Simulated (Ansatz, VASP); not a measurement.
One calculation of SnO2, two programs

```
CELL_PARAMETERS angstrom
0.00000 -4.00014 0.00000
4.00014 0.00000 0.00000
-2.00007 2.00007 5.12368
ATOMIC_POSITIONS crystal
Sn 0.75000 0.25000 0.50000
Sn 0.00000 0.00000 0.00000
O 0.79652 0.79652 0.59305
O 0.95348 0.45348 0.90695
O 0.20348 0.20348 0.40695
O 0.54652 0.04652 0.09305
```

Alike in both runs: task single point; functional PBE; k mesh 8 × 8 × 8; occupations gaussian, width 0.05 eV; no spin polarisation.

```csv
,VASP,Ansatz
version,VASP 6.6.1,Ansatz 0.2.0
potentials or method,"VASP PAW PBE potentials, release 64 (Sn_d, O), cutoff 520 eV","scalar-relativistic, plane waves, PAW"
valence electrons in the cell,52,52
```

|  | VASP | Ansatz | Ansatz less VASP |
| --- | --- | --- | --- |
| gap on the k mesh at the Fermi level (eV) | 1.64 | 1.65 | +0.013 |
| rms of the force components (eV/Å) | 0.031 | 0.018 | -0.0128 |

Atom by atom the forces differ by 0.013 eV/Å (rms over components). With one functional, cell and mesh, what is left measures potentials, basis and numerics.
